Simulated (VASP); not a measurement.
# Mo (Im-3m) in VASP: notebook

Mo is run at these levels: PBE, r2SCAN; tasks: single point.

All numbers are computed with VASP 6.6.1; they aren't measurements. Logs are shortened: lines on timing, memory, paths and dates and some standing lists are left out, and cuts for length are marked.

### Step 1. The cell of the first run

It takes space group Im-3m (No. 229, cubic). The conventional cell has a = 3.158 Å, b = 3.158 Å, c = 3.158 Å, α = 90.00°, β = 90.00°, γ = 90.00°. Within 3.6 Å of Mo (site symmetry m-3m) lie 14 Mo at 2.74 to 3.16 Å.

### Step 2. Single point, PBE

Input file INCAR:

```
SYSTEM = Mo
ALGO = Normal ; EDIFF = 1E-6
ENCUT = 520 ; GGA = PE
ISIF = 2 ; ISMEAR = -1
LASPH = .TRUE. ; LCHARG = .FALSE.
LREAL = .FALSE. ; LWAVE = .FALSE.
NBANDS = 13 ; NELM = 80
PREC = Accurate ; SIGMA = 0.02
```

Input file KPOINTS:

```
k-points
0
G
  10 10 10
  0 0 0
```

Input file POSCAR:

```
Mo
1.0
   -1.5790975120      1.5790975120      1.5790975120
    1.5790975120     -1.5790975120      1.5790975120
    1.5790975120      1.5790975120     -1.5790975120
Mo
1
Direct
    0.0000000000      0.0000000000      0.0000000000
```

Potentials or basis: VASP PAW PBE potentials, release 64 (Mo_sv).

Started as:

```sh
> cat potpaw_PBE.64/Mo_sv/POTCAR > POTCAR
> mpirun -np 1 vasp_std > vasp.out
```

OUTCAR:

```text
SYSTEM = Mo
   EDIFF = 1E-6
   ENCUT = 520
   GGA = PE
   ISIF = 2
   ISMEAR = -1
   LASPH = .TRUE.
   LREAL = .FALSE.
   NELM = 80
   PREC = Accurate

 ion  position               nearest neighbor table
   1  0.000  0.000  0.000-

  LATTYP: Found a body centered cubic cell.
 ALAT       =     3.1581950240

  Lattice vectors:

 A1 = (  -1.5790975120,   1.5790975120,   1.5790975120)
 A2 = (   1.5790975120,  -1.5790975120,   1.5790975120)
 A3 = (   1.5790975120,   1.5790975120,  -1.5790975120)

Analysis of symmetry for initial positions (statically):
=====================================================================
 Subroutine PRICEL returns:
 Original cell was already a primitive cell.

 Routine SETGRP: Setting up the symmetry group for a
 body centered cubic supercell.

 Subroutine GETGRP returns: Found 48 space group operations
 (whereof 48 operations were pure point group operations)
 out of a pool of 48 trial point group operations.

The static configuration has the point symmetry O_h .

Analysis of symmetry for dynamics (positions and initial velocities):
=====================================================================
 Subroutine PRICEL returns:
 Original cell was already a primitive cell.

 Routine SETGRP: Setting up the symmetry group for a
 body centered cubic supercell.

 Subroutine GETGRP returns: Found 48 space group operations
 (whereof 48 operations were pure point group operations)
 out of a pool of 48 trial point group operations.

The dynamic configuration has the point symmetry O_h .

 Subroutine INISYM returns: Found 48 space group operations
 (whereof 48 operations are pure point group operations),
 and found     1 'primitive' translations

----------------------------------------------------------------------------------------

                                     Primitive cell

  volume of cell :      15.7502

  direct lattice vectors                    reciprocal lattice vectors
    -1.579097512  1.579097512  1.579097512     0.000000000  0.316636557  0.316636557
     1.579097512 -1.579097512  1.579097512     0.316636557  0.000000000  0.316636557
     1.579097512  1.579097512 -1.579097512     0.316636557  0.316636557  0.000000000

  length of vectors
     2.735077121  2.735077121  2.735077121     0.447791714  0.447791714  0.447791714

  position of ions in fractional coordinates (direct lattice)
     0.000000000  0.000000000  0.000000000

  ion indices of the primitive-cell ions
   primitive index   ion index
                 1           1

----------------------------------------------------------------------------------------

 KPOINTS: k-points

Automatic generation of k-mesh.
 Grid dimensions read from file:
 generate k-points for:   10   10   10

 Generating k-lattice:

  Cartesian coordinates                     Fractional coordinates (reciprocal lattice)
     0.000000000  0.031663656  0.031663656     0.100000000  0.000000000  0.000000000
     0.031663656  0.000000000  0.031663656     0.000000000  0.100000000  0.000000000
     0.031663656  0.031663656  0.000000000     0.000000000  0.000000000  0.100000000

  Length of vectors
     0.044779171  0.044779171  0.044779171

  Shift w.r.t. Gamma in fractional coordinates (k-lattice)
     0.000000000  0.000000000  0.000000000

 Subroutine IBZKPT returns following result:
 ===========================================

 Found     47 irreducible k-points:

 Following reciprocal coordinates:
            Coordinates               Weight
  0.000000  0.000000  0.000000      1.000000
  0.100000  0.000000  0.000000     12.000000
  0.200000  0.000000  0.000000     12.000000
  0.300000  0.000000  0.000000     12.000000
  0.400000  0.000000  0.000000     12.000000
  0.500000  0.000000  0.000000      6.000000
[... 16 lines left out ...]
  0.300000  0.300000  0.100000      8.000000
 -0.300000  0.300000  0.100000     24.000000
 [... further k-points ...]
   k-points           NKPTS =     47   k-points in BZ     NKDIM =     47   number of bands    NBANDS=     13
   number of dos      NEDOS =    301   number of ions     NIONS =      1
   total plane-waves  NPLWV =   8000
   dimension x,y,z NGX =    20 NGY =   20 NGZ =   20
   dimension x,y,z NGXF=    40 NGYF=   40 NGZF=   40
   ions per type =               1
   NGX,Y,Z   is equivalent  to a cutoff of  12.16, 12.16, 12.16 a.u.
   NGXF,Y,Z  is equivalent  to a cutoff of  24.31, 24.31, 24.31 a.u.
 SYSTEM =  Mo
   PREC   = accura    normal or accurate (medium, high low for compatibility)
   ISTART =      0    job   : 0-new  1-cont  2-samecut
   ICHARG =      2    charge: 1-file 2-atom 10-const
   ISPIN  =      1    spin polarized calculation?
   LNONCOLLINEAR =      F non collinear calculations
   LSORBIT =      F    spin-orbit coupling
   LASPH  =      T    aspherical Exc in radial PAW
   ENCUT  =  520.0 eV  38.22 Ry    6.18 a.u.   5.09  5.09  5.09*2*pi/ulx,y,z
   NELM   =     80;   NELMIN=  2; NELMDL= -5     # of ELM steps
   EDIFF  = 0.1E-05   stopping-criterion for ELM
   LREAL  =      F    real-space projection
   EDIFFG = 0.1E-04   stopping-criterion for IOM
   NSW    =      0    number of steps for IOM
   IBRION =     -1    ionic relax: 0-MD 1-quasi-New 2-CG
   NFREE  =      0    steps in history (QN), initial steepest desc. (CG)
   ISIF   =      2    stress and relaxation
   ISYM   =      2    0-nonsym 1-usesym 2-fastsym
   POTIM  = 0.5000    time-step for ionic-motion
   TEBEG  =    0.0;   TEEND  =   0.0 temperature during run
   PSTRESS=    0.0 pullay stress
   NELECT =      14.0000    total number of electrons
   NUPDOWN=      -1.0000    fix difference up-down
   EMIN   =  10.00;   EMAX   =-10.00  energy-range for DOS
   EFERMI =   0.00;   METHOD = LEGACY
   ISMEAR =    -1;   SIGMA  =   0.02  broadening in eV -4-tet -1-fermi 0-gaus
   EFERMI_NEDOS =   21; number of points for ismear=-14 and -15
   IALGO  =     38    algorithm
   IMIX   =      4    mixing-type and parameters
     AMIX     =   0.40;   BMIX     =  1.00
     AMIX_MAG =   1.60;   BMIX_MAG =  1.00
  volume/ion in A,a.u.               =      15.75       106.29
  Fermi-wavevector in a.u.,A,eV,Ry     =   1.574062  2.974546 33.710773  2.477672
  Thomas-Fermi vector in A             =   2.675253
   LORBIT       =      0    0 simple, 1 ext, 2 COOP (PROOUT), +10 PAW based schemes
   GGA     = PE    functional components
   LHFCALC =     F    Hartree Fock is set to
   AEXX    =    0.0000 exact exchange contribution
   IVDW    =     0    specifies the selected vdW correction
   LEPSILON=     F    determine dielectric tensor
   LRPA    =     F    only Hartree local field effects (RPA)
 non-spin polarized calculation
  energy-cutoff  :      520.00
  volume of cell :       15.75
 maximum number of plane-waves:       438
   NGX = 11   NGY = 11   NGZ = 11

 number of electron      14.0000003 magnetization

 Free energy of the ion-electron system (eV)
  ---------------------------------------------------
  ext. energy  EPLUGINS =         0.00000000
  ---------------------------------------------------
  free energy    TOTEN  =       -10.91909801 eV

  energy without entropy =      -10.91774042  energy(sigma->0) =      -10.91841922

 E-fermi :  12.5985     XC(G=0): -13.3430

 val. band max:       12.5793811996   @ k =  -0.2000   0.2000   0.1000
 cond. band min:      12.6075755350   @ k =  -0.2000   0.2000   0.2000
 fundamental gap:      0.0281943355
 Fermi energy:        12.5985303508

 k-point     1 :       0.0000    0.0000    0.0000
  band No.  band energies     occupation
      1     -48.7735      2.00000
      2     -22.0593      2.00000
      3     -22.0593      2.00000
      4     -22.0593      2.00000
      5       5.2620      2.00000
      6      11.1402      2.00000
      7      11.1402      2.00000
      8      11.1402      2.00000
      9      14.1385      0.00000
     10      14.1385      0.00000
     11      27.2920      0.00000
     12      27.2920      0.00000
     13      27.2920      0.00000

 k-point     2 :       0.1000    0.0000    0.0000
  band No.  band energies     occupation
      1     -48.7494      2.00000
      2     -22.1987      2.00000
      3     -22.1025      2.00000
      4     -22.0604      2.00000
      5       5.6914      2.00000
      6      10.9016      2.00000
      7      11.0894      2.00000
      8      11.5488      2.00000
      9      13.8236      0.00000
     10      14.1479      0.00000
     11      27.5866      0.00000
     12      28.0223      0.00000
     13      28.0772      0.00000

 k-point     3 :       0.2000    0.0000    0.0000
  band No.  band energies     occupation
      1     -48.6859      2.00000
      2     -22.5541      2.00000
      3     -22.2139      2.00000
      4     -22.0631      2.00000
      5       6.7403      2.00000
      6      10.3345      2.00000
      7      10.8922      2.00000
      8      12.7182      0.00504
      9      13.5393      0.00000
     10      14.2186      0.00000
     11      27.7285      0.00000
     12      29.0009      0.00000
     13      30.0363      0.00000
[... 305 lines left out ...]
 k-point    23 :       0.3000    0.3000    0.1000
  band No.  band energies     occupation
      1     -48.4955      2.00000
      2     -22.9357      2.00000
      3     -22.9357      2.00000
      4     -22.3578      2.00000
      5       8.8289      2.00000
      6      10.2941      2.00000
      7      10.2941      2.00000
      8      14.7630      0.00000
      9      14.7630      0.00000
     10      22.2633      0.00000
     11      22.9568      0.00000
     12      22.9568      0.00000
     13      27.1765      0.00000

 k-point    24 :      -0.3000    0.3000    0.1000
  band No.  band energies     occupation
      1     -48.5868      2.00000
      2     -22.9569      2.00000
      3     -22.3969      2.00000
      4     -22.1683      2.00000
      5       7.8517      2.00000
      6      10.1308      2.00000
      7      10.8274      2.00000
      8      13.0189      0.00000
      9      14.3245      0.00000
     10      15.1312      0.00000
     11      26.6892      0.00000
     12      28.2432      0.00000
     13      32.3312      0.00000

 [... further k-points ...]

------------------------ aborting loop because EDIFF is reached ----------------------------------------

  FORCE on cell =-STRESS in cart. coord.  units (eV):
  Direction    XX          YY          ZZ          XY          YZ          ZX
  --------------------------------------------------------------------------------------
  -------------------------------------------------------------------------------------
  Total        0.0476854      0.0476854      0.0476854     -0.0000000     -0.0000000     -0.0000000
  in kB        4.8507545      4.8507545      4.8507545     -0.0000000     -0.0000000     -0.0000000
  external PRESSURE =       4.8507545 kB  Pullay stress =       0.0000000 kB

 VOLUME and BASIS-vectors are now :
 -----------------------------------------------------------------------------
  energy-cutoff  :      520.00
  volume of cell :       15.75
      direct lattice vectors                 reciprocal lattice vectors
    -1.579097512  1.579097512  1.579097512     0.000000000  0.316636557  0.316636557
     1.579097512 -1.579097512  1.579097512     0.316636557  0.000000000  0.316636557
     1.579097512  1.579097512 -1.579097512     0.316636557  0.316636557  0.000000000

 POSITION                                       TOTAL-FORCE (eV/Angst)
 -----------------------------------------------------------------------------------
      0.00000      0.00000      0.00000         0.000000     -0.000000      0.000000
 -----------------------------------------------------------------------------------
    total drift:                                0.000000     -0.000000      0.000000

  FREE ENERGIE OF THE ION-ELECTRON SYSTEM (eV)
  ---------------------------------------------------
  free  energy   TOTEN  =       -10.9190980126 eV

  energy  without entropy=      -10.9177404216  energy(sigma->0) =      -10.91841922
```

Wall time 8.2 s (1 thread of Intel Xeon 8259CL, shared host); peak memory 0.13 GiB.

Results:

```yaml
Free_energy: -10.9191 eV
Pressure: 0.5 GPa
Band_gap_on_the_k_mesh: zero (band 7 reaches 16.43 eV, above the bottom of band 8 at 11.14 eV)
```

Levels at points of the mesh, in eV from the Fermi level:
```csv
k point,band 3,band 4,band 5,band 6,band 7,band 8,band 9,band 10,band 11,band 12
"(0.00, 0.00, 0.00)",-34.66,-34.66,-7.34,-1.46,-1.46,-1.46,1.54,1.54,14.69,14.69
"(0.50, 0.00, 0.00)",-35.09,-34.67,-5.40,-3.48,1.47,1.57,2.19,4.59,11.42,11.82
"(0.50, 0.50, 0.50)",-35.60,-35.60,-5.50,-5.50,3.83,3.83,3.83,8.88,8.88,8.88
```

(Part 1 of 2 ends here.)
